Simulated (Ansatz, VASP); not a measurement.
# One calculation of Sn, two programs

File INCAR:

```
SYSTEM = Sn
PREC = Accurate
ENCUT = 500
EDIFF = 1E-6
ISMEAR = 0
SIGMA = 0.05
LREAL = .False.
LASPH = .True.
NELM = 120
ALGO = Normal
ISIF = 2
LWAVE = .False.
LCHARG = .True.
GGA = PE
LELF = .True.
LVHAR = .True.
NBANDS = 13
GGA_COMPAT = .False.
```

KPOINTS

```
Automatic mesh
0
Gamma
  8 8 8
  0 0 0
```

POSCAR

```
Sn
1.0
    0.0000000000      2.3929997313      2.3929997313
    2.3929997313      0.0000000000      2.3929997313
    2.3929997313      2.3929997313      0.0000000000
Sn
1
Direct
    0.0000000000      0.0000000000      0.0000000000
```

Input for Ansatz:

```yaml
crystal:
  lattice:
    - [0.0, 2.3929997313, 2.3929997313]
    - [2.3929997313, 0.0, 2.3929997313]
    - [2.3929997313, 2.3929997313, 0.0]
  atoms:
    - { symbol: Sn, position: [0.0, 0.0, 0.0] }
basis:
  ecutwfc: 420
  ecutrho_ratio: 4
kpoints:
  mp_grid: { grid: [8, 8, 8] }
hamiltonian:
  xc: pbe
scf:
  occupations: { method: gaussian, width: 0.05 }
output:
  forces: true
  stress: true
  eigenvalues: true
```

Alike in both runs: task single point; functional PBE; k mesh 8 × 8 × 8; occupations gaussian, width 0.05 eV; no spin polarisation.

```csv
,VASP,Ansatz
version,VASP 6.6.1,Ansatz 0.2.0
potentials or method,"VASP PAW PBE potentials, release 64 (Sn_d), cutoff 500 eV","scalar-relativistic, plane waves, PAW"
valence electrons in the cell,14,14
```

```csv
,VASP,Ansatz,Ansatz less VASP
gap on the k mesh at the Fermi level (eV),none,none,-
pressure (GPa),1.2,1.2,0.00
```

A gap of «none» marks a metal or a gap that the smearing closes. With one functional, cell and mesh, what is left measures potentials, basis and numerics.
